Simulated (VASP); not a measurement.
# Al14CN16 (a cell with a defect) in VASP: notebook

Al14CN16 (a cell with a defect) is run at these levels: r2SCAN; tasks: single point.

All numbers are computed with VASP 6.6.1; they aren't measurements. Logs are shortened: lines on timing, memory, paths and dates and some standing lists are left out, and cuts for length are marked.

## Step 1: The cell of the first run

The cell holds a defect, 31 atoms: a = 6.260 Å, b = 6.260 Å, c = 10.035 Å, α = 90.00°, β = 90.00°, γ = 120.00°.

## Step 2: Single point, r2SCAN, collinear spin

File POSCAR:

```
Al14CN16
1.0
    6.2595139128      0.0000000578      0.0000000000
   -3.1297570064      5.4208980350      0.0000000000
    0.0000000000      0.0000000000     10.0348065929
C N Al
1 16 14
Direct
    0.3820590877      0.1184474868      0.2681373472
    0.3611467859      0.1395706895      0.3971626186
    0.1338197546      0.3661381491      0.1784936322
    0.3237135400      0.1755402055      0.9388632874
    0.1619912390      0.3380394387      0.7015805375
    0.3545820366      0.6899725264      0.4406235235
    0.2110800534      0.8875947992      0.1987671726
    0.3318603058      0.6816423146      0.9367591993
    0.1662993504      0.8412885684      0.6849532496
    0.8099750841      0.1455241639      0.4404535057
    0.6122765286      0.2894014106      0.1986357126
    0.8177346464      0.1674855932      0.9368571072
    0.6590006694      0.3338559532      0.6850035909
    0.8364276776      0.6642018235      0.4382074379
    0.6711434219      0.8288023962      0.1871803041
    0.8331194295      0.6661966131      0.9473325265
    0.6685711909      0.8316372849      0.6943655677
    0.3256057596      0.1744495321      0.7471288133
    0.1547838612      0.3447261784      0.9974717366
    0.3398339657      0.6594803699      0.2576328163
    0.1691706108      0.8269411916      0.4946475194
    0.3298961843      0.6695650167      0.7444269386
    0.1756411529      0.8495815813      1.0035788130
    0.8401765754      0.1602791793      0.2574714013
    0.6738046175      0.3313666093      0.4946787514
    0.8304845210      0.1701854574      0.7445214215
    0.6497428245      0.3239457014      1.0034996641
    0.8326352761      0.6676730463      0.2531916045
    0.6705414139      0.8299106414      0.5044181884
    0.8331428361      0.6670079357      0.7515604953
    0.6633090999      0.8362833788      0.9985174954
```

File INCAR.step1:

```
PREC     = Accurate       # precision mode
ENCUT    = 580            # plane-wave cutoff, eV
ISMEAR   = -1             # smearing method
SIGMA    = 0.01           # smearing width, eV
LREAL    = Auto         
LASPH    = T              # aspherical terms in the spheres
NELM     = 200            # most SCF steps
ISPIN    = 2              # spin polarisation
MAGMOM   = -0.01 0.01 0.01 0.01 0.22 0.28 0.01 0.01 0 0.26 0 0.01 0 0 0 0 0 0 0 0 0 0 0 0 0 0 0 0 0 0 0 # initial moments
NUPDOWN  = 1.0            # fixed moment
NELECT   = 127.0        
NBANDS   = 88             # bands
GGA      = PE             # functional
ALGO     = Normal         # electronic algorithm
EDIFF    = 1E-5           # SCF threshold, eV
LWAVE    = T              # write WAVECAR
LCHARG   = F              # write CHGCAR
GGA_COMPAT= F            
ISYM     = -1
```

File INCAR.step2:

```
PREC     = Accurate       # precision mode
ENCUT    = 580            # plane-wave cutoff, eV
EDIFF    = 1E-6           # SCF threshold, eV
ISMEAR   = -1             # smearing method
SIGMA    = 0.01           # smearing width, eV
LREAL    = Auto         
LASPH    = T              # aspherical terms in the spheres
NELM     = 200            # most SCF steps
ALGO     = Normal         # electronic algorithm
ISIF     = 2              # what is computed and relaxed
LWAVE    = F              # write WAVECAR
LCHARG   = T              # write CHGCAR
ISPIN    = 2              # spin polarisation
MAGMOM   = -0.01 0.01 0.01 0.01 0.22 0.28 0.01 0.01 0 0.26 0 0.01 0 0 0 0 0 0 0 0 0 0 0 0 0 0 0 0 0 0 0 # initial moments
LORBIT   = 11             # projections on sites
NUPDOWN  = 1.0            # fixed moment
METAGGA  = R2SCAN         # meta-GGA
LMIXTAU  = T            
LELF     = T              # ELF
LVHAR    = T            
NELECT   = 127.0        
NBANDS   = 88             # bands
ISTART   = 1            
GGA_COMPAT= F            
ISYM     = -1
```

File KPOINTS:

```
explicit points
1
Reciprocal
  0.25000000   0.25000000   0.25000000 1
```

Potentials or basis: VASP PAW PBE potentials, release 64 (C, N, Al).

On the command line:

```sh
$ cat potpaw_PBE.64/C/POTCAR potpaw_PBE.64/N/POTCAR potpaw_PBE.64/Al/POTCAR > POTCAR
$ cp INCAR.step1 INCAR
$ mpirun -np 1 vasp_std > vasp.out
$ cp INCAR.step2 INCAR
$ mpirun -np 1 vasp_std > vasp.out
```

OUTCAR:

```text
PREC = Accurate
   ENCUT = 580
   EDIFF = 1E-6
   ISMEAR = -1
   LREAL = Auto
   LASPH = T
   NELM = 200
   ISIF = 2
   ISPIN = 2
   LORBIT = 11
   NUPDOWN = 1.0
   METAGGA = R2SCAN
   NELECT = 127.0
   ISTART = 1
   ISYM = -1

 ion  position               nearest neighbor table
   1  0.382  0.118  0.268-   2 1.31  11 1.47   7 1.47
   2  0.361  0.140  0.397-   1 1.31  21 1.97  25 1.97
   3  0.134  0.366  0.178-  20 1.82  24 1.82  19 1.83
   4  0.324  0.176  0.939-  27 1.88  23 1.88  18 1.92  19 1.92
   5  0.162  0.338  0.702-  18 1.83  22 1.85  26 1.85
   6  0.355  0.690  0.441-  29 1.83  21 1.84  20 1.84
   7  0.211  0.888  0.199-   1 1.47  23 1.97  20 2.05  28 2.13
   8  0.332  0.682  0.937-  23 1.88  31 1.90  19 1.93  22 1.93
   9  0.166  0.841  0.685-  18 1.91  21 1.91  22 1.91  30 1.93
  10  0.810  0.146  0.440-  29 1.83  25 1.84  24 1.84
  11  0.612  0.289  0.199-   1 1.47  27 1.97  24 2.05  28 2.13
  12  0.818  0.167  0.937-  27 1.88  31 1.90  19 1.93  26 1.93
  13  0.659  0.334  0.685-  18 1.91  25 1.91  26 1.91  30 1.93
  14  0.836  0.664  0.438-  28 1.86  21 1.89  25 1.89  29 1.92
  15  0.671  0.829  0.187-  28 1.87  31 1.90  20 1.93  24 1.93
  16  0.833  0.666  0.947-  31 1.91  27 1.94  23 1.94  30 1.96
  17  0.669  0.832  0.694-  30 1.87  26 1.90  22 1.90  29 1.91
[... 6 lines left out ...]
  21  0.169  0.827  0.495-   6 1.84  14 1.89   9 1.91   2 1.97  20 3.00  28 3.03  22 3.04  25 3.10
                            29 3.13  29 3.13  30 3.16  25 3.16  18 3.16
  22  0.330  0.670  0.744-   5 1.85  17 1.90   9 1.91   8 1.93  29 3.04  21 3.04  18 3.09  19 3.09
                            30 3.10  31 3.13  26 3.13  26 3.13  30 3.16  23 3.17  18 3.17
  23  0.176  0.850  0.004-   8 1.88   4 1.88  16 1.94   7 1.97  27 2.97  31 3.10  19 3.10  18 3.12
                            28 3.12  30 3.14  31 3.17  19 3.17  22 3.17  20 3.19  27 3.29
  24  0.840  0.160  0.257-   3 1.82  10 1.84  15 1.93  11 2.05  25 3.00  29 3.06  28 3.06  19 3.12
                            20 3.13  20 3.13  31 3.14  27 3.19  28 3.20
  25  0.674  0.331  0.495-  10 1.84  14 1.89  13 1.91   2 1.97  24 3.00  28 3.03  26 3.04  21 3.10
                            29 3.13  29 3.13  30 3.16  21 3.16  18 3.16
  26  0.830  0.170  0.745-   5 1.85  17 1.90  13 1.91  12 1.93  29 3.04  25 3.04  18 3.09  19 3.09
                            30 3.10  22 3.13  31 3.13  22 3.13  30 3.16  27 3.17  18 3.17
  27  0.650  0.324  0.003-  12 1.88   4 1.88  16 1.94  11 1.97  23 2.97  31 3.10  19 3.10  18 3.12
                            28 3.12  30 3.14  31 3.17  19 3.17  26 3.17  24 3.19  23 3.29
  28  0.833  0.668  0.253-  14 1.86  15 1.87  11 2.13   7 2.13  25 3.03  21 3.03  20 3.06  24 3.06
                            29 3.07  23 3.12  27 3.12  31 3.14  24 3.20  20 3.20
  29  0.671  0.830  0.504-  10 1.83   6 1.83  17 1.91  14 1.92  26 3.04  22 3.04  30 3.04  20 3.06
                            24 3.06  28 3.07  25 3.13  21 3.13  21 3.13  25 3.13
  30  0.833  0.667  0.752-  17 1.87  13 1.93   9 1.93  16 1.96  29 3.04  31 3.09  22 3.10  26 3.10
                            18 3.13  18 3.13  23 3.14  27 3.14  25 3.16  21 3.16  26 3.16  22 3.16
  31  0.663  0.836  0.999-  15 1.90  12 1.90   8 1.90  16 1.91  30 3.09  23 3.10  27 3.10  22 3.13
                            26 3.13  19 3.13  19 3.13  20 3.14  24 3.14  28 3.14  27 3.17  23 3.17

IMPORTANT INFORMATION: All symmetrisations will be switched off!
NOSYMM: (Re-)initialisation of all symmetry stuff for point group C_1.

----------------------------------------------------------------------------------------

                                     Primitive cell

  volume of cell :     340.5029

  direct lattice vectors                    reciprocal lattice vectors
     6.259513913  0.000000058  0.000000000     0.159756813  0.092235641  0.000000000
    -3.129757006  5.420898035  0.000000000    -0.000000002  0.184471279  0.000000000
     0.000000000  0.000000000 10.034806593     0.000000000  0.000000000  0.099653141

  length of vectors
[... 47 lines left out ...]
  ---------------------------------------------------
  free energy    TOTEN  =      -286.34169738 eV

  energy without entropy =     -286.34169738  energy(sigma->0) =     -286.34169738

 E-fermi :   5.9238     XC(G=0): -11.1046

 val. band max:        5.6392117930   @ k =   0.2500   0.2500   0.2500
 cond. band min:       6.5060304460   @ k =   0.2500   0.2500   0.2500
 fundamental gap:      0.8668186531
 Fermi energy:         5.7132805449

 spin component 1

 k-point     1 :       0.2500    0.2500    0.2500
  band No.  band energies     occupation
      1     -13.9056      1.00000
      2     -10.6199      1.00000
      3     -10.4748      1.00000
      4     -10.1631      1.00000
      5      -9.7891      1.00000
      6      -9.7164      1.00000
[... 67 lines left out ...]
     74      12.3411      0.00000
     75      12.5348      0.00000
 Fermi energy:         5.9237542042

 spin component 2

 k-point     1 :       0.2500    0.2500    0.2500
  band No.  band energies     occupation
      1     -13.8997      1.00000
      2     -10.6051      1.00000
      3     -10.4497      1.00000
      4     -10.1447      1.00000
      5      -9.7639      1.00000
      6      -9.6904      1.00000
[... 67 lines left out ...]
     74      12.3666      0.00000
     75      12.5651      0.00000
 [bands above 75 left out]

------------------------ aborting loop because EDIFF is reached ----------------------------------------

  FORCE on cell =-STRESS in cart. coord.  units (eV):
  Direction    XX          YY          ZZ          XY          YZ          ZX
  --------------------------------------------------------------------------------------
  -------------------------------------------------------------------------------------
  Total        0.5321057    -12.9095106     -2.0515567    -11.6901038      0.0626181      0.4013661
  in kB        2.5037308    -60.7434572     -9.6532435    -55.0057504      0.2946385      1.8885582
  external PRESSURE =     -22.6309900 kB  Pullay stress =       0.0000000 kB

 VOLUME and BASIS-vectors are now :
 -----------------------------------------------------------------------------
  energy-cutoff  :      580.00
  volume of cell :      340.50
      direct lattice vectors                 reciprocal lattice vectors
     6.259513913  0.000000058  0.000000000     0.159756813  0.092235641  0.000000000
    -3.129757006  5.420898035  0.000000000    -0.000000002  0.184471279  0.000000000
     0.000000000  0.000000000 10.034806593     0.000000000  0.000000000  0.099653141

 POSITION                                       TOTAL-FORCE (eV/Angst)
 -----------------------------------------------------------------------------------
      2.02079      0.64209      2.69071         0.011127      0.012383      0.190698
      1.82378      0.75660      3.98545         0.105157     -0.068199     -0.069314
     -0.30828      1.98480      1.79115        -0.105889      0.067397     -0.003831
      1.47689      0.95159      9.42131         0.044281     -0.023135      0.028102
     -0.04399      1.83248      7.04023        -0.002322      0.001041      0.182465
      0.06006      3.74027      4.42157         0.038213      0.189017     -0.086696
[... 23 lines left out ...]
      3.12750      3.61578      7.54176        -0.037204      0.020659     -0.045751
      1.53463      4.53341     10.01993        -0.018052      0.003012      0.007213
 -----------------------------------------------------------------------------------
    total drift:                               -0.004539      0.003357      0.005028

  FREE ENERGIE OF THE ION-ELECTRON SYSTEM (eV)
  ---------------------------------------------------
  free  energy   TOTEN  =      -286.3416973829 eV

  energy  without entropy=     -286.3416973829  energy(sigma->0) =     -286.34169738

 total charge

# of ion       s       p       d       tot
------------------------------------------
    1        0.846   1.571   0.000   2.418
    2        1.251   2.662   0.000   3.913
    3        1.243   2.627   0.000   3.871
    4        1.236   2.645   0.000   3.881
    5        1.250   2.574   0.000   3.824
    6        1.254   2.575   0.000   3.830
[... 23 lines left out ...]
   30        0.371   0.426   0.000   0.798
   31        0.374   0.442   0.000   0.816
--------------------------------------------------
tot         25.910  49.696   0.000  75.606

 magnetization (x)

# of ion       s       p       d       tot
------------------------------------------
    1       -0.001  -0.008   0.000  -0.009
    2       -0.000   0.018   0.000   0.018
    3        0.001   0.011   0.000   0.012
    4        0.001   0.011   0.000   0.012
    5        0.012   0.182   0.000   0.194
    6        0.009   0.238   0.000   0.247
[... 23 lines left out ...]
   30       -0.000  -0.000   0.000  -0.000
   31       -0.000  -0.000   0.000  -0.000
--------------------------------------------------
tot          0.018   0.691   0.000   0.709
```

Wall time 11 min (1 thread of Intel Xeon Platinum 8124M at 3.00GHz (Skylake/Cascade Lake), shared host); peak memory 0.74 GiB.

What came out:

| Quantity | Value |
| --- | --- |
| Free energy | -286.3417 eV |
| Largest force | 0.240 eV/Å |
| Net moment | 1.00 μB per cell |
| Site moments | C -0.01; N +0.02, +0.01, +0.19, +0.25, -0.00, +0.24, +0.00 (each value once); Al -0.00, +0.00, -0.01 (each value once) μB |
| Valence electrons inside the program's atomic spheres | C 2.42; N 3.91, 3.87, 3.88, 3.82, 3.83, 3.84, 3.89 (each value once); Al 0.82, 0.81, 0.83, 0.80, 0.76, 0.84 (each value once) |

Forces in eV/Å, atoms in the order of the input:
```
C    0.011  0.012  0.191
N    0.105 -0.068 -0.069
N   -0.106  0.067 -0.004
N    0.044 -0.023  0.028
N   -0.002  0.001  0.182
N    0.038  0.189 -0.087
N    0.011 -0.206 -0.080
N   -0.003  0.013  0.045
N    0.022 -0.027  0.006
N   -0.173 -0.139 -0.093
N    0.158  0.098 -0.086
N   -0.011  0.007  0.047
N    0.028 -0.005  0.002
N    0.043 -0.018 -0.057
N    0.018 -0.020  0.033
N   -0.003  0.002  0.031
N   -0.002 -0.001 -0.037
Al  -0.072  0.041 -0.044
Al   0.011  0.002  0.038
Al   0.026 -0.039 -0.064
Al  -0.024 -0.008  0.038
Al   0.009 -0.061  0.015
Al   0.012  0.058 -0.087
Al   0.048 -0.013 -0.019
Al   0.011  0.006  0.023
Al   0.059  0.022  0.008
Al  -0.040 -0.040 -0.077
Al  -0.160  0.094  0.119
Al  -0.003  0.031  0.035
Al  -0.037  0.021 -0.046
Al  -0.018  0.003  0.007
```

Caveat: the cell carries a net charge on a neutralising background, which shifts energy and pressure; the cell is charged against a uniform background, so pressure and absolute levels hang on convention; the PAW data sets were made with another functional, which shifts forces and pressure a little; the total moment is fixed, so each spin has its own Fermi level and the state may be an excited one.

## Step 3: Single point, r2SCAN, collinear spin

File POSCAR:

```
Al14CN16
1.0
    6.2595139128      0.0000000578      0.0000000000
   -3.1297570064      5.4208980350      0.0000000000
    0.0000000000      0.0000000000     10.0348065929
C N Al
1 16 14
Direct
    0.3855707494      0.1141777237      0.2660966526
    0.3677334716      0.1331877984      0.3981675334
    0.1397163593      0.3568532437      0.1813572990
    0.3239614161      0.1750435199      0.9385882457
    0.1612154193      0.3402226469      0.7020453557
    0.3429120532      0.6809412620      0.4421872369
    0.2128642038      0.8851701494      0.1983605655
    0.3306235857      0.6796674761      0.9397519324
    0.1643657991      0.8418523740      0.6869067922
    0.8014300595      0.1467329205      0.4395724306
    0.6131104536      0.2872177064      0.1975201627
    0.8201949831      0.1688918833      0.9396969966
    0.6588303708      0.3362920090      0.6869135187
    0.8335202783      0.6677468439      0.4391367147
    0.6693006728      0.8267040169      0.1894126809
    0.8326369576      0.6668568798      0.9494542883
    0.6665691071      0.8336486490      0.6956836223
    0.3251491871      0.1749135373      0.7475091820
    0.1572493650      0.3421704913      0.9967606696
    0.3390941823      0.6568950518      0.2584530817
    0.1633260963      0.8237070275      0.4982608300
    0.3286707717      0.6720879630      0.7472108051
    0.1748163388      0.8497818839      1.0026221826
    0.8370017858      0.1575712282      0.2553591292
    0.6732867093      0.3392432363      0.4987313318
    0.8282781140      0.1713162423      0.7468616046
    0.6494407285      0.3248575427      1.0020792447
    0.8322246400      0.6680431455      0.2542516330
    0.6629273576      0.8263399286      0.5070573740
    0.8317910347      0.6692338243      0.7538696020
    0.6627543644      0.8359587860      0.9998716068
```

File INCAR.step1:

```
SYSTEM = Al14CN16
PREC = Accurate
ENCUT = 580
ISMEAR = -1
SIGMA = 0.01
LREAL = Auto
LASPH = .True.
NELM = 200
ISPIN = 2
MAGMOM = 0.01 0.1 0.15 0.02 0.3 0.37 0.01 0.03 0 0.53 0 0.03 0 0 0.02 0 0 0 0 0 0 0 0 0 0 0 0 0 0 0 0
NUPDOWN = 2.0
NBANDS = 88
GGA = PE
ALGO = Normal
EDIFF = 1E-5
LWAVE = .True.
LCHARG = .False.
GGA_COMPAT = .False.
ISYM = -1
```

File INCAR.step2:

```
SYSTEM = Al14CN16
PREC = Accurate
ENCUT = 580
EDIFF = 1E-6
ISMEAR = -1
SIGMA = 0.01
LREAL = Auto
LASPH = .True.
NELM = 200
ALGO = Normal
ISIF = 2
LWAVE = .False.
LCHARG = .True.
ISPIN = 2
MAGMOM = 0.01 0.1 0.15 0.02 0.3 0.37 0.01 0.03 0 0.53 0 0.03 0 0 0.02 0 0 0 0 0 0 0 0 0 0 0 0 0 0 0 0
LORBIT = 11
NUPDOWN = 2.0
METAGGA = R2SCAN
LMIXTAU = .True.
LELF = .True.
LVHAR = .True.
NBANDS = 88
ISTART = 1
GGA_COMPAT = .False.
ISYM = -1
```

KPOINTS is that of step 2.

Potentials or basis: VASP PAW PBE potentials, release 64 (C, N, Al).

On the command line:

```sh
$ cat potpaw_PBE.64/C/POTCAR potpaw_PBE.64/N/POTCAR potpaw_PBE.64/Al/POTCAR > POTCAR
$ cp INCAR.step1 INCAR
$ mpirun -np 1 vasp_std > vasp.out
$ cp INCAR.step2 INCAR
$ mpirun -np 1 vasp_std > vasp.out
```

Wall time 14 min (1 thread of Intel Xeon Platinum 8124M at 3.00GHz (Skylake/Cascade Lake), shared host); peak memory 0.74 GiB.

The run converged. Its results:

```
Free energy                                           : -292.1329 eV
Pressure                                              : -6.5 GPa
Largest force                                         : 0.533 eV/Å
Net moment                                            : 2.00 μB per cell
Site moments                                          : C +0.01; N +0.14, +0.13, +0.02, +0.27, +0.33, +0.01, -0.00, +0.48, +0.00 (each value once); Al -0.00, -0.01, +0.00 (each value once) μB
Valence electrons inside the program's atomic spheres : C 2.39; N 3.87, 3.83, 3.88, 3.80, 3.82, 3.78, 3.90, 3.84, 3.89 (each value once); Al 0.82, 0.81, 0.80, 0.75, 0.83, 0.79 (each value once)
```

Forces on the atoms (eV/Å):
```
C    0.034 -0.042  0.028
N    0.214 -0.094  0.133
N   -0.165  0.064  0.106
N    0.054 -0.027 -0.040
N    0.001  0.023  0.082
N    0.010  0.230 -0.028
N   -0.002 -0.114  0.029
N    0.011  0.009 -0.063
N    0.021 -0.024 -0.062
N   -0.141 -0.046 -0.074
N    0.156  0.051  0.049
N   -0.008 -0.015 -0.081
N    0.051 -0.017 -0.097
N    0.030 -0.024 -0.001
N   -0.018  0.049  0.163
N   -0.029  0.013 -0.044
N   -0.008  0.027 -0.162
Al  -0.029  0.006  0.056
Al  -0.054  0.034  0.230
Al  -0.033 -0.226 -0.277
Al  -0.032  0.037  0.041
Al  -0.001 -0.028  0.112
Al   0.039  0.030 -0.047
Al   0.195  0.141 -0.475
Al  -0.224  0.139  0.099
Al   0.015  0.003  0.163
Al  -0.004 -0.045 -0.049
Al  -0.121  0.067  0.017
Al   0.082 -0.258  0.175
Al  -0.012  0.025  0.023
Al  -0.031  0.012 -0.006
```

Stress tensor (GPa, compression positive):
```
 -4.32  -5.74  -0.26
 -5.74 -10.36   0.65
 -0.26   0.65  -4.89
```

Caveat: the PAW data sets were made with another functional, which shifts forces and pressure a little; the total moment is fixed, so each spin has its own Fermi level and the state may be an excited one.
